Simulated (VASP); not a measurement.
# TiC (I4/mmm) in VASP: further runs

TiC is run at these levels: r2SCAN; tasks: single point.

All numbers are computed with VASP 6.6.1; they aren't measurements. Logs are shortened: lines on timing, memory, paths and dates and some standing lists are left out, and cuts for length are marked.

### 1 The cell of the first run

Symmetry: I4/mmm, No. 139, tetragonal system. The conventional cell has a = 2.969 Å, b = 2.969 Å, c = 4.458 Å, α = 90.00°, β = 90.00°, γ = 90.00°. Within 2.8 Å of Ti (site symmetry 4/mmm) lie 6 C at 2.10 to 2.23 Å. Within 2.8 Å of C (site symmetry 4/mmm) lie 6 Ti at 2.10 to 2.23 Å.

### 2 Single point, r2SCAN (strain -0.030 along x and y, +0.030 along z)

The input, POSCAR:

```
TiC
1.0
    0.0000000000      2.0990800000      2.2289200000
    2.0990800000      0.0000000000      2.2289200000
    2.0990800000      2.0990800000      0.0000000000
Ti C
1 1
Direct
    0.0000000000      0.0000000000      0.0000000000
    0.5000000000      0.5000000000      0.5000000000
```

The input, INCAR.step1:

```
SYSTEM = TiC
PREC     = Accurate       ! precision mode
ENCUT    = 520            ! plane-wave cutoff, eV
ISMEAR   = 0              ! smearing method
SIGMA    = 0.15           ! smearing width, eV
LREAL    = .FALSE.        ! projectors in reciprocal space
LASPH    = .TRUE.         ! aspherical terms in the spheres
NELM     = 80             ! most SCF steps
NBANDS   = 15             ! bands
GGA      = PE             ! functional
ALGO     = Normal         ! electronic algorithm
EDIFF    = 1E-4           ! SCF threshold, eV
LWAVE    = .TRUE.         ! write WAVECAR
LCHARG   = .FALSE.        ! write CHGCAR
```

The input, INCAR.step2:

```
SYSTEM = TiC
PREC     = Accurate       ! precision mode
ENCUT    = 520            ! plane-wave cutoff, eV
EDIFF    = 1E-6           ! SCF threshold, eV
ISMEAR   = 0              ! smearing method
SIGMA    = 0.15           ! smearing width, eV
LREAL    = .FALSE.        ! projectors in reciprocal space
LASPH    = .TRUE.         ! aspherical terms in the spheres
NELM     = 80             ! most SCF steps
ALGO     = Normal         ! electronic algorithm
ISIF     = 2              ! what is computed and relaxed
LWAVE    = .FALSE.        ! write WAVECAR
LCHARG   = .FALSE.        ! write CHGCAR
METAGGA  = R2SCAN         ! meta-GGA
LMIXTAU  = .TRUE.       
NBANDS   = 15             ! bands
ISTART   = 1
```

The input, KPOINTS:

```
regular mesh
0
G
  18 18 18
  0 0 0
```

Potentials or basis: VASP PAW PBE potentials, release 64 (Ti_sv, C).

Command:

```sh
> cat potpaw_PBE.64/Ti_sv/POTCAR potpaw_PBE.64/C/POTCAR > POTCAR
> cp INCAR.step1 INCAR
> mpirun -np 1 vasp_std > vasp.out
> cp INCAR.step2 INCAR
> mpirun -np 1 vasp_std > vasp.out
```

OUTCAR:

```text
SYSTEM = TiC
   PREC = Accurate
   ENCUT = 520
   EDIFF = 1E-6
   ISMEAR = 0
   LREAL = .FALSE.
   LASPH = .TRUE.
   NELM = 80
   ISIF = 2
   METAGGA = R2SCAN
   ISTART = 1

 ion  position               nearest neighbor table
   1  0.000  0.000  0.000-   2 2.10   2 2.10   2 2.10   2 2.10   2 2.23   2 2.23
   2  0.500  0.500  0.500-   1 2.10   1 2.10   1 2.10   1 2.10   1 2.23   1 2.23

  LATTYP: Found a body centered tetragonal cell.
 ALAT       =     2.9685474045
 C/A-ratio  =     1.5016906899

  Lattice vectors:

 A1 = (  -2.0990800000,   0.0000000000,   2.2289200000)
 A2 = (   2.0990800000,   0.0000000000,   2.2289200000)
 A3 = (   0.0000000000,   2.0990800000,  -2.2289200000)

Analysis of symmetry for initial positions (statically):
=====================================================================
 Subroutine PRICEL returns:
 Original cell was already a primitive cell.

 Routine SETGRP: Setting up the symmetry group for a
 body centered tetragonal supercell.

 Subroutine GETGRP returns: Found 16 space group operations
 (whereof 16 operations were pure point group operations)
 out of a pool of 16 trial point group operations.

The static configuration has the point symmetry D_4h.

Analysis of symmetry for dynamics (positions and initial velocities):
=====================================================================
 Subroutine PRICEL returns:
 Original cell was already a primitive cell.

 Routine SETGRP: Setting up the symmetry group for a
 body centered tetragonal supercell.

 Subroutine GETGRP returns: Found 16 space group operations
 (whereof 16 operations were pure point group operations)
 out of a pool of 16 trial point group operations.

The dynamic configuration has the point symmetry D_4h.

 Subroutine INISYM returns: Found 16 space group operations
 (whereof 16 operations are pure point group operations),
 and found     1 'primitive' translations

----------------------------------------------------------------------------------------

                                     Primitive cell

  volume of cell :      19.6419

  direct lattice vectors                    reciprocal lattice vectors
     0.000000000  2.099080000  2.228920000    -0.238199592  0.238199592  0.224323888
     2.099080000  0.000000000  2.228920000     0.238199592 -0.238199592  0.224323888
     2.099080000  2.099080000  0.000000000     0.238199592  0.238199592 -0.224323888

  length of vectors
     3.061735000  3.061735000  2.968547405     0.404721260  0.404721260  0.404721260

  position of ions in fractional coordinates (direct lattice)
     0.000000000  0.000000000  0.000000000
[... 91 lines left out ...]
   EMIN   =  10.00;   EMAX   =-10.00  energy-range for DOS
   EFERMI =   0.00;   METHOD = LEGACY
   ISMEAR =     0;   SIGMA  =   0.15  broadening in eV -4-tet -1-fermi 0-gaus
   EFERMI_NEDOS =   21; number of points for ismear=-14 and -15
   IALGO  =     38    algorithm
   IMIX   =      4    mixing-type and parameters
     AMIX     =   0.40;   BMIX     =  1.00
     AMIX_MAG =   1.60;   BMIX_MAG =  1.00
  volume/ion in A,a.u.               =       9.82        66.27
  Fermi-wavevector in a.u.,A,eV,Ry     =   1.528929  2.889257 31.805307  2.337624
  Thomas-Fermi vector in A             =   2.636620
   LORBIT       =      0    0 simple, 1 ext, 2 COOP (PROOUT), +10 PAW based schemes
   METAGGA = R2SCAN    functional components
   LHFCALC =     F    Hartree Fock is set to
   AEXX    =    0.0000 exact exchange contribution
   IVDW    =     0    specifies the selected vdW correction
   LEPSILON=     F    determine dielectric tensor
   LRPA    =     F    only Hartree local field effects (RPA)
 non-spin polarized calculation
 Gauss-broadening in eV      SIGMA  =   0.15
  energy-cutoff  :      520.00
  volume of cell :       19.64
 maximum number of plane-waves:       548
   NGX = 11   NGY = 11   NGZ = 11

 number of electron      16.0000002 magnetization

 Free energy of the ion-electron system (eV)
  ---------------------------------------------------
  ext. energy  EPLUGINS =         0.00000000
  ---------------------------------------------------
  free energy    TOTEN  =       -24.78452575 eV

  energy without entropy =      -24.78168827  energy(sigma->0) =      -24.78310701

 E-fermi :   9.9046     XC(G=0): -13.7787

 val. band max:        9.9038838845   @ k =   0.1111   0.0000   0.1111
 cond. band min:       9.9164470769   @ k =   0.1111   0.0556   0.0000
 fundamental gap:      0.0125631924
 Fermi energy:         9.9045837677

 k-point     1 :       0.0000    0.0000    0.0000
  band No.  band energies     occupation
      1     -48.9632      2.00000
      2     -23.9767      2.00000
      3     -23.8995      2.00000
      4     -23.8995      2.00000
      5      -3.4771      2.00000
      6      10.4408      0.00000
      7      10.9592      0.00000
      8      10.9592      0.00000
      9      11.3863      0.00000
     10      11.4311      0.00000
     11      11.6896      0.00000
     12      11.6896      0.00000
     13      11.9207      0.00000
     14      21.6900      0.00000
[... 401 lines left out ...]
      2     -24.2149      2.00000
      3     -24.0131      2.00000
      4     -23.9025      2.00000
      5      -2.0676      2.00000
      6       6.9901      2.00000
      7       7.8797      2.00000
      8       8.0027      2.00000
      9      11.7727      0.00000
     10      12.0064      0.00000
     11      13.2054      0.00000
     12      15.1474      0.00000
     13      17.0110      0.00000
     14      22.3035      0.00000
     15      25.1178      0.00000

 [... further k-points ...]

------------------------ aborting loop because EDIFF is reached ----------------------------------------

  FORCE on cell =-STRESS in cart. coord.  units (eV):
  Direction    XX          YY          ZZ          XY          YZ          ZX
  --------------------------------------------------------------------------------------
  -------------------------------------------------------------------------------------
  Total        2.4723200      2.4723200     -0.6935610      0.0000000      0.0000000     -0.0000000
  in kB      201.6660548    201.6660548    -56.5734672      0.0000000      0.0000000     -0.0000000
  external PRESSURE =     115.5862141 kB  Pullay stress =       0.0000000 kB

 VOLUME and BASIS-vectors are now :
 -----------------------------------------------------------------------------
  energy-cutoff  :      520.00
  volume of cell :       19.64
      direct lattice vectors                 reciprocal lattice vectors
     0.000000000  2.099080000  2.228920000    -0.238199592  0.238199592  0.224323888
     2.099080000  0.000000000  2.228920000     0.238199592 -0.238199592  0.224323888
     2.099080000  2.099080000  0.000000000     0.238199592  0.238199592 -0.224323888

 POSITION                                       TOTAL-FORCE (eV/Angst)
 -----------------------------------------------------------------------------------
      0.00000      0.00000      0.00000        -0.000000      0.000000      0.000000
      2.09908      2.09908      2.22892         0.000000     -0.000000     -0.000000
 -----------------------------------------------------------------------------------
    total drift:                                0.000000     -0.000000     -0.000000

  FREE ENERGIE OF THE ION-ELECTRON SYSTEM (eV)
  ---------------------------------------------------
  free  energy   TOTEN  =       -24.7845257456 eV

  energy  without entropy=      -24.7816882678  energy(sigma->0) =      -24.78310701
```

OSZICAR.step1:

```text
N       E                     dE             d eps       ncg     rms          rms(c)
DAV:   1     0.118018980734E+03    0.11802E+03   -0.79872E+03 14498   0.128E+03
DAV:   2    -0.166330495279E+02   -0.13465E+03   -0.12618E+03 15394   0.337E+02
DAV:   3    -0.238952428113E+02   -0.72622E+01   -0.71483E+01 18376   0.769E+01
DAV:   4    -0.241330230342E+02   -0.23778E+00   -0.23758E+00 18396   0.127E+01
DAV:   5    -0.241383004002E+02   -0.52774E-02   -0.52748E-02 18443   0.169E+00    0.191E+01
DAV:   6    -0.191648564290E+02    0.49734E+01   -0.11585E+01 20371   0.566E+01    0.672E+00
DAV:   7    -0.186489809612E+02    0.51588E+00   -0.19630E+00 16707   0.200E+01    0.523E+00
DAV:   8    -0.186252716302E+02    0.23709E-01   -0.11191E-01 16929   0.400E+00    0.295E+00
DAV:   9    -0.186288568629E+02   -0.35852E-02   -0.68219E-02 19116   0.314E+00    0.762E-01
DAV:  10    -0.186272595624E+02    0.15973E-02   -0.93143E-03 19109   0.135E+00    0.508E-01
DAV:  11    -0.186262717025E+02    0.98786E-03   -0.20859E-03 16760   0.653E-01    0.889E-02
DAV:  12    -0.186262486731E+02    0.23029E-04   -0.20470E-04 15583   0.145E-01
   1 F= -.18626249E+02 E0= -.18624618E+02  d E =-.326041E-02
```

Run time: 3 min. Hardware: 1 thread of Intel Xeon 6975P-C (Granite Rapids), shared host; peak memory 0.26 GiB.

What came out:

```yaml
Free_energy: -24.7845 eV
Pressure: 11.6 GPa
Band_gap_on_the_k_mesh: zero (band 8 reaches 10.96 eV, above the bottom of band 9 at 9.23 eV)
```

Stress tensor (GPa, compression positive):
```
20.17  0.00  0.00
 0.00 20.17  0.00
 0.00  0.00 -5.66
```

Levels at points of the mesh, in eV from the Fermi level:
```tsv
k point	band 4	band 5	band 6	band 7	band 8	band 9	band 10	band 11	band 12	band 13
(0.00, 0.00, 0.00)	-33.80	-13.38	0.54	1.05	1.05	1.48	1.53	1.79	1.79	2.02
(0.50, 0.00, 0.00)	-33.83	-9.68	-6.26	-3.34	-3.24	3.17	3.41	4.63	8.37	8.80
(0.50, 0.50, 0.00)	-33.96	-11.19	-4.15	-1.59	0.20	0.20	2.85	3.90	3.90	5.93
(0.50, 0.00, 0.50)	-34.05	-11.07	-3.48	-1.64	-0.29	-0.25	2.84	3.73	4.17	6.53
```

Caveat: the cell differs from its parent crystal (strain -0.030 along x and y, +0.030 along z); the PAW data sets were made with another functional, which shifts forces and pressure a little.

### 3 Single point, r2SCAN (strain +0.000 along x and y, -0.030 along z)

The input, POSCAR:

```
TiC
1.0
    0.0000000000      2.1640000000      2.0990800000
    2.1640000000      0.0000000000      2.0990800000
    2.1640000000      2.1640000000      0.0000000000
Ti C
1 1
Direct
    0.0000000000      0.0000000000      0.0000000000
    0.5000000000      0.5000000000      0.5000000000
```

The input, INCAR.step1:

```
  PREC = Accurate
  ENCUT = 520
  ISMEAR = 0
  SIGMA = 0.15
  LREAL = F
  LASPH = T
  NELM = 100
  NBANDS = 15
  GGA = PE
  ALGO = Normal
  EDIFF = 1E-4
  LWAVE = T
  LCHARG = F
```

The input, INCAR.step2:

```
  PREC = Accurate
  ENCUT = 520
  EDIFF = 1E-7
  ISMEAR = 0
  SIGMA = 0.15
  LREAL = F
  LASPH = T
  NELM = 100
  ALGO = Normal
  ISIF = 2
  LWAVE = F
  LCHARG = F
  METAGGA = R2SCAN
  LMIXTAU = T
  NBANDS = 15
  ISTART = 1
```

The input, KPOINTS:

```
Automatic mesh
0
Gamma
  18 18 18
```

Potentials or basis: VASP PAW PBE potentials, release 64 (Ti_sv, C).

Command:

```sh
> cat potpaw_PBE.64/Ti_sv/POTCAR potpaw_PBE.64/C/POTCAR > POTCAR
> cp INCAR.step1 INCAR
> mpirun -np 1 vasp_std > vasp.out
> cp INCAR.step2 INCAR
> mpirun -np 1 vasp_std > vasp.out
```

It took 3 min on 1 thread of Intel Xeon 6975P-C (Granite Rapids), shared host; peak memory 0.26 GiB.

The run converged. Its results:

| Item | Value |
| --- | --- |
| Free energy | -24.8323 eV |
| Pressure | 10.0 GPa |
| Band gap on the k mesh | zero (band 8 reaches 10.93 eV, above the bottom of band 9 at 9.20 eV) |

Stress tensor (GPa, compression positive):
```
 5.02  0.00  0.00
 0.00  5.02  0.00
 0.00  0.00 19.87
```

Levels at points of the mesh, in eV from the Fermi level:
| k point | band 6 | band 7 | band 8 | band 9 | band 10 | band 11 |
| --- | --- | --- | --- | --- | --- | --- |
| (0.00, 0.00, 0.00) | 0.79 | 0.79 | 1.04 | 1.65 | 1.65 | 1.67 |
| (0.50, 0.00, 0.00) | -6.25 | -3.28 | -3.24 | 3.21 | 3.35 | 4.58 |
| (0.50, 0.50, 0.00) | -3.47 | -1.65 | -0.29 | -0.29 | 2.87 | 3.95 |
| (0.50, 0.00, 0.50) | -3.83 | -1.61 | -0.06 | -0.02 | 2.84 | 3.83 |

Caveat: the cell differs from its parent crystal (strain +0.000 along x and y, -0.030 along z); the PAW data sets were made with another functional, which shifts forces and pressure a little.
